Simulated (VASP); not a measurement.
Input of a VASP 6.6.1 run:

The input INCAR:

```
ALGO     = Normal         # electronic algorithm
EDIFF    = 1E-6           # SCF threshold, eV
ENCUT    = 520            # plane-wave cutoff, eV
GGA      = PE             # functional
ISIF     = 2              # what is computed and relaxed
ISMEAR   = 0              # smearing method
IVDW     = 13             # dispersion correction
LASPH    = T              # aspherical terms in the spheres
LCHARG   = F              # write CHGCAR
LREAL    = F              # projectors in reciprocal space
LWAVE    = F              # write WAVECAR
NBANDS   = 24             # bands
NELM     = 100            # most SCF steps
PREC     = Accurate       # precision mode
SIGMA    = 0.1            # smearing width, eV
```

Contents of KPOINTS:

```
k-points
0
Gamma
  18 18 18
```

File POSCAR:

```
Ge2N
1.0
    1.4937129488      0.8623955731      6.0283695671
   -1.4937129488      0.8623955731      6.0283695671
    0.0000000000     -1.7247911462      6.0283695671
Ge N
2 1
Direct
    0.2567221532      0.2567221532      0.2567221532
    0.7432778468      0.7432778468      0.7432778468
    0.0000000000      0.0000000000      0.0000000000
```

Potentials or basis: VASP PAW PBE potentials, release 64 (Ge_d, N).

Launch:

```bash
$ cat potpaw_PBE.64/Ge_d/POTCAR potpaw_PBE.64/N/POTCAR > POTCAR
$ mpirun -np 1 vasp_std > vasp.out
```

(1) What does it give for the band gap on the k mesh?

(2) What does it give for the largest force?

Results:

(1) zero (an odd number of electrons rules out a gap without spin polarisation).

(2) 0.033 eV/Å.

Caveat: an odd number of electrons without spin polarisation forces a metal; a magnetic or distorted state may lie lower.
